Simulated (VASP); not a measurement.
# Y (Fm-3m) in VASP: a series of runs, part 2 of 2

VASP 6.6.1. Earlier steps stand in the parts before.

## Step 3: Relaxation of cell and atoms, PBE

This run uses another cell than the first one, of 32.94 Å³/atom.

The input, INCAR:

```
PREC = Accurate
ENCUT = 600
EDIFF = 1E-7
ISMEAR = -1
SIGMA = 0.08
LREAL = False
LASPH = True
NELM = 80
ALGO = Normal
ISIF = 3
LWAVE = False
LCHARG = False
GGA = PE
IBRION = 2
NSW = 60
EDIFFG = -0.005
```

The input, KPOINTS:

```
Automatic mesh
0
Gamma
  14 14 14
```

The input, POSCAR:

```
Y
1.0
    0.0000000000      2.5442778266      2.5442778266
    2.5442778266      0.0000000000      2.5442778266
    2.5442778266      2.5442778266      0.0000000000
Y
1
Direct
    0.0000000000      0.0000000000      0.0000000000
```

Potentials or basis: VASP PAW PBE potentials, release 64 (Y_sv).

Run with:

```
cat potpaw_PBE.64/Y_sv/POTCAR > POTCAR
mpirun -np 1 vasp_std > vasp.out
```

OUTCAR:

```text
PREC = Accurate
   ENCUT = 600
   EDIFF = 1E-7
   ISMEAR = -1
   LREAL = False
   LASPH = True
   NELM = 80
   ISIF = 3
   GGA = PE
   IBRION = 2
   NSW = 60
   EDIFFG = -0.005

 ion  position               nearest neighbor table
   1  0.000  0.000  0.000-

  LATTYP: Found a face centered cubic cell.
 ALAT       =     5.0885556532

  Lattice vectors:

 A1 = (   0.0000000000,   2.5442778266,   2.5442778266)
 A2 = (   2.5442778266,   0.0000000000,   2.5442778266)
 A3 = (   2.5442778266,   2.5442778266,   0.0000000000)

Analysis of symmetry for initial positions (statically):
=====================================================================
 Subroutine PRICEL returns:
 Original cell was already a primitive cell.

 Routine SETGRP: Setting up the symmetry group for a
 face centered cubic supercell.

 Subroutine GETGRP returns: Found 48 space group operations
 (whereof 48 operations were pure point group operations)
 out of a pool of 48 trial point group operations.

The static configuration has the point symmetry O_h .

Analysis of symmetry for dynamics (positions and initial velocities):
=====================================================================
 Subroutine PRICEL returns:
 Original cell was already a primitive cell.

 Routine SETGRP: Setting up the symmetry group for a
 face centered cubic supercell.

 Subroutine GETGRP returns: Found 48 space group operations
 (whereof 48 operations were pure point group operations)
 out of a pool of 48 trial point group operations.

The dynamic configuration has the point symmetry O_h .

 Subroutine INISYM returns: Found 48 space group operations
 (whereof 48 operations are pure point group operations),
 and found     1 'primitive' translations

----------------------------------------------------------------------------------------

                                     Primitive cell

  volume of cell :      32.9400

  direct lattice vectors                    reciprocal lattice vectors
     0.000000000  2.544277827  2.544277827    -0.196519419  0.196519419  0.196519419
     2.544277827  0.000000000  2.544277827     0.196519419 -0.196519419  0.196519419
     2.544277827  2.544277827  0.000000000     0.196519419  0.196519419 -0.196519419

  length of vectors
     3.598152209  3.598152209  3.598152209     0.340381618  0.340381618  0.340381618

  position of ions in fractional coordinates (direct lattice)
     0.000000000  0.000000000  0.000000000

  ion indices of the primitive-cell ions
   primitive index   ion index
                 1           1

----------------------------------------------------------------------------------------

 KPOINTS: Automatic mesh

Automatic generation of k-mesh.
 Grid dimensions read from file:
 generate k-points for:   14   14   14

 Generating k-lattice:

  Cartesian coordinates                     Fractional coordinates (reciprocal lattice)
    -0.014037101  0.014037101  0.014037101     0.071428571  0.000000000  0.000000000
     0.014037101 -0.014037101  0.014037101     0.000000000  0.071428571  0.000000000
     0.014037101  0.014037101 -0.014037101     0.000000000  0.000000000  0.071428571

  Length of vectors
[... 38 lines left out ...]
   number of dos      NEDOS =    301   number of ions     NIONS =      1
   total plane-waves  NPLWV =  27000
   dimension x,y,z NGX =    30 NGY =   30 NGZ =   30
   dimension x,y,z NGXF=    60 NGYF=   60 NGZF=   60
   ions per type =               1
   NGX,Y,Z   is equivalent  to a cutoff of  13.86, 13.86, 13.86 a.u.
   NGXF,Y,Z  is equivalent  to a cutoff of  27.72, 27.72, 27.72 a.u.
 SYSTEM =  unknown system
   PREC   = accura    normal or accurate (medium, high low for compatibility)
   ISTART =      0    job   : 0-new  1-cont  2-samecut
   ICHARG =      2    charge: 1-file 2-atom 10-const
   ISPIN  =      1    spin polarized calculation?
   LNONCOLLINEAR =      F non collinear calculations
   LSORBIT =      F    spin-orbit coupling
   LASPH  =      T    aspherical Exc in radial PAW
   ENCUT  =  600.0 eV  44.10 Ry    6.64 a.u.   7.19  7.19  7.19*2*pi/ulx,y,z
   NELM   =     80;   NELMIN=  2; NELMDL= -5     # of ELM steps
   EDIFF  = 0.1E-06   stopping-criterion for ELM
   LREAL  =      F    real-space projection
   EDIFFG = -.5E-02   stopping-criterion for IOM
   NSW    =     60    number of steps for IOM
   IBRION =      2    ionic relax: 0-MD 1-quasi-New 2-CG
   NFREE  =      1    steps in history (QN), initial steepest desc. (CG)
   ISIF   =      3    stress and relaxation
   ISYM   =      2    0-nonsym 1-usesym 2-fastsym
   POTIM  = 0.5000    time-step for ionic-motion
   TEBEG  =    0.0;   TEEND  =   0.0 temperature during run
   PSTRESS=    0.0 pullay stress
   NELECT =      11.0000    total number of electrons
   NUPDOWN=      -1.0000    fix difference up-down
   EMIN   =  10.00;   EMAX   =-10.00  energy-range for DOS
   EFERMI =   0.00;   METHOD = LEGACY
   ISMEAR =    -1;   SIGMA  =   0.08  broadening in eV -4-tet -1-fermi 0-gaus
   EFERMI_NEDOS =   21; number of points for ismear=-14 and -15
   IALGO  =     38    algorithm
   IMIX   =      4    mixing-type and parameters
     AMIX     =   0.40;   BMIX     =  1.00
     AMIX_MAG =   1.60;   BMIX_MAG =  1.00
  volume/ion in A,a.u.               =      32.94       222.29
  Fermi-wavevector in a.u.,A,eV,Ry     =   1.135790  2.146331 17.551758  1.290018
  Thomas-Fermi vector in A             =   2.272494
   LORBIT       =      0    0 simple, 1 ext, 2 COOP (PROOUT), +10 PAW based schemes
   GGA     = PE    functional components
   LHFCALC =     F    Hartree Fock is set to
   AEXX    =    0.0000 exact exchange contribution
   IVDW    =     0    specifies the selected vdW correction
   LEPSILON=     F    determine dielectric tensor
   LRPA    =     F    only Hartree local field effects (RPA)
 conjugate gradient relaxation of ions
 non-spin polarized calculation
  energy-cutoff  :      600.00
  volume of cell :       32.94
 maximum number of plane-waves:      1117
 NGX is ok and might be reduce to    30
   NGX = 15   NGY = 15   NGZ = 15

--------------------------------------- Ionic step        1  -------------------------------------------

 number of electron      11.0000000 magnetization

 Free energy of the ion-electron system (eV)
  ---------------------------------------------------
  ext. energy  EPLUGINS =         0.00000000
  ---------------------------------------------------
  free energy    TOTEN  =        -6.42314336 eV

  energy without entropy =       -6.38827998  energy(sigma->0) =       -6.40571167

------------------------ aborting loop because EDIFF is reached ----------------------------------------

  FORCE on cell =-STRESS in cart. coord.  units (eV):
  Direction    XX          YY          ZZ          XY          YZ          ZX
  --------------------------------------------------------------------------------------
  -------------------------------------------------------------------------------------
  Total       -0.1215763     -0.1215763     -0.1215763     -0.0000000     -0.0000000      0.0000000
  in kB       -5.9133805     -5.9133805     -5.9133805     -0.0000000     -0.0000000      0.0000000
  external PRESSURE =      -5.9133805 kB  Pullay stress =       0.0000000 kB
[... 57 lines left out ...]
--------------------------------------- Ionic step        3  -------------------------------------------

 number of electron      11.0000001 magnetization

 Free energy of the ion-electron system (eV)
  ---------------------------------------------------
  ext. energy  EPLUGINS =         0.00000000
  ---------------------------------------------------
  free energy    TOTEN  =        -6.42409347 eV

  energy without entropy =       -6.39007059  energy(sigma->0) =       -6.40708203

 E-fermi :   3.1208     XC(G=0):  -9.4732

 val. band max:        3.1185562092   @ k =   0.5000   0.2143   0.0714
 cond. band min:       3.1238812176   @ k =  -0.3571   0.4286   0.2143
 fundamental gap:      0.0053250084
 Fermi energy:         3.1208330622

 k-point     1 :       0.0000    0.0000    0.0000
  band No.  band energies     occupation
      1     -39.5577      2.00000
      2     -19.2530      2.00000
      3     -19.2530      2.00000
      4     -19.2530      2.00000
      5      -1.6474      2.00000
      6       4.9059      0.00000
      7       4.9059      0.00000
      8       4.9059      0.00000
      9       6.9203      0.00000
[... 265 lines left out ...]
 k-point    24 :       0.2857    0.1429    0.0000
  band No.  band energies     occupation
      1     -39.5185      2.00000
      2     -19.5429      2.00000
      3     -19.3302      2.00000
      4     -19.3245      2.00000
      5      -0.0002      2.00000
      6       3.5655      0.00768
      7       4.9111      0.00000
      8       5.5417      0.00000
      9       6.3273      0.00000

 [... further k-points ...]
[... 5 lines left out ...]
  --------------------------------------------------------------------------------------
  -------------------------------------------------------------------------------------
  Total       -0.0001121     -0.0001121     -0.0001121      0.0000000      0.0000000      0.0000000
  in kB       -0.0055379     -0.0055379     -0.0055379      0.0000000      0.0000000      0.0000000
  external PRESSURE =      -0.0055379 kB  Pullay stress =       0.0000000 kB
[... 16 lines left out ...]
  FREE ENERGIE OF THE ION-ELECTRON SYSTEM (eV)
  ---------------------------------------------------
  free  energy   TOTEN  =        -6.4240934738 eV

  energy  without entropy=       -6.3900705878  energy(sigma->0) =       -6.40708203

 reached required accuracy - stopping structural energy minimisation
```

Wall time 1.8 min (1 thread of Intel Xeon Platinum 8488C (Sapphire Rapids), shared host); peak memory 0.23 GiB.

What came out:

```yaml
Free_energy: -6.4241 eV
Relaxed_volume: 32.43 Å³/atom
Relaxed_cell: a = 3.580 Å, b = 3.580 Å, c = 3.580 Å, α = 60.00°, β = 60.00°, γ = 60.00°
Space_group_after_relaxing_to_0.1_Å: Fm-3m (No. 225)
Energy_gained_by_relaxing: 1.0 meV/atom
Ionic_steps: 3
Pressure_after_relaxing: 0.0 GPa
Band_gap_on_the_k_mesh: zero (an odd number of electrons rules out a gap without spin polarisation)
```

The path:
```tsv
step	energy change (eV)	largest force (eV/Å)	pressure (GPa)	volume (Å³)
1	0.0000	0.0000	-0.59	32.94
2	-0.0009	0.0000	0.08	32.36
3	-0.0010	0.0000	0.00	32.43
```

Final structure:
```
CELL_PARAMETERS angstrom
0.00000 2.53110 2.53110
2.53110 0.00000 2.53110
2.53110 2.53110 0.00000
ATOMIC_POSITIONS crystal
Y 0.00000 0.00000 0.00000
```

Levels at points of the mesh, in eV from the Fermi level:
| k point | band 2 | band 3 | band 4 | band 5 | band 6 | band 7 | band 8 | band 9 |
| --- | --- | --- | --- | --- | --- | --- | --- | --- |
| (0.00, 0.00, 0.00) | -22.37 | -22.37 | -22.37 | -4.77 | 1.79 | 1.79 | 1.79 | 3.80 |
| (0.50, 0.00, 0.00) | -22.95 | -22.45 | -22.45 | -1.99 | 0.62 | 1.62 | 1.62 | 5.25 |
| (0.50, 0.50, 0.00) | -22.91 | -22.58 | -22.58 | -1.76 | -0.88 | 2.09 | 5.27 | 5.67 |

## Step 4: Single point, PBE, collinear spin

This run uses another cell than the first one, of 18.86 Å³/atom.

The input, INCAR:

```
PREC = Accurate
ENCUT = 520
EDIFF = 1E-6
ISMEAR = -1
SIGMA = 0.08
LREAL = F
LASPH = T
NELM = 150
ALGO = Normal
ISIF = 2
LWAVE = F
LCHARG = T
ISPIN = 2
MAGMOM = 0.2
LORBIT = 11
LMAXMIX = 4
GGA = PE
LELF = T
LVHAR = T
NBANDS = 16
```

The input, KPOINTS:

```
Automatic mesh
0
Gamma
  21 21 21
```

The input, POSCAR:

```
Y
1.0
    0.0000000000      2.1128567215      2.1128567215
    2.1128567215      0.0000000000      2.1128567215
    2.1128567215      2.1128567215      0.0000000000
Y
1
Direct
    0.0000000000      0.0000000000      0.0000000000
```

Run with:

```
cat potpaw_PBE.64/Y_sv/POTCAR > POTCAR
mpirun -np 1 vasp_std > vasp.out
```

It took 84 s on 1 thread of Intel Xeon Platinum 8488C (Sapphire Rapids), shared host; peak memory 0.27 GiB.

It converged, with:

```
Free energy                                           : -5.0125 eV
Pressure                                              : 47.8 GPa
Net moment                                            : 0.00 μB per cell
Valence electrons inside the program's atomic spheres : Y 10.52
```

Levels at points of the mesh, in eV from the Fermi level:
Spin up:
```tsv
k point	band 2	band 3	band 4	band 5	band 6	band 7	band 8	band 9
(0.00, 0.00, 0.00)	-20.57	-20.57	-20.57	-4.83	2.21	2.21	2.21	5.96
```
Spin down:
```tsv
k point	band 1	band 2	band 3	band 4	band 5	band 6	band 7	band 8	band 9	band 10
(0.00, 0.00, 0.00)	-42.04	-20.57	-20.57	-20.57	-4.83	2.21	2.21	2.21	5.96	5.96
```

Caveat: the cell stands under pressure.

## Step 5: Summary

| task | spin | cell | k mesh | cutoff (eV) | gap on the mesh (eV) | pressure (GPa) |
| --- | --- | --- | --- | --- | --- | --- |
| single point | off | a = 3.583 Å, angles 60.0°, 1 atom | 14 × 14 × 14 | 520 | none | -0.1 |
| relaxation of cell and atoms | off | relaxed from a = 3.598 Å, angles 60.0°, 1 atom | 14 × 14 × 14 | 600 | none | 0.0 |
| single point | collinear | a = 2.988 Å, angles 60.0°, 1 atom | 21 × 21 × 21 | 520 | none | 47.8 |

Alike in all rows: level PBE; potentials or basis VASP PAW PBE potentials, release 64 (Y_sv); smearing fermi-dirac 0.08 eV.

Caveats: the cell stands under pressure (at least some runs).

Absolute energies hang on the potentials; compare differences alone.
